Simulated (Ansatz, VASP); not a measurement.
## One calculation of C, two programs

```
C
1.0
     1.23253    0.71160    3.32232
    -1.23253    0.71160    3.32232
     0.00000   -1.42321    3.32232
C
2
Direct
  0.16655 0.16655 0.16655
  0.83345 0.83345 0.83345
```

Alike in both runs: task relaxation of cell and atoms; functional PBE; dispersion D3(BJ); k mesh 15 × 15 × 15; occupations gaussian, width 0.02 eV; no spin polarisation.

|  | VASP | Ansatz |
| --- | --- | --- |
| version | VASP 6.6.1 | Ansatz 0.2.0 |
| potentials or method | VASP PAW PBE potentials, release 64 (C), cutoff 600 eV | scalar-relativistic, plane waves, PAW |
| valence electrons in the cell | 8 | 8 |

|  | VASP | Ansatz | Ansatz less VASP |
| --- | --- | --- | --- |
| gap on the k mesh at the Fermi level, each at its own relaxed structure (eV) | 0.69 | 0.65 | -0.039 |
| relaxed volume (Å³/atom) | 8.75 | 8.84 | +0.089 |
| relaxed cell length with the largest relative difference (Å) | 3.616 | 3.647 | +0.0315 |
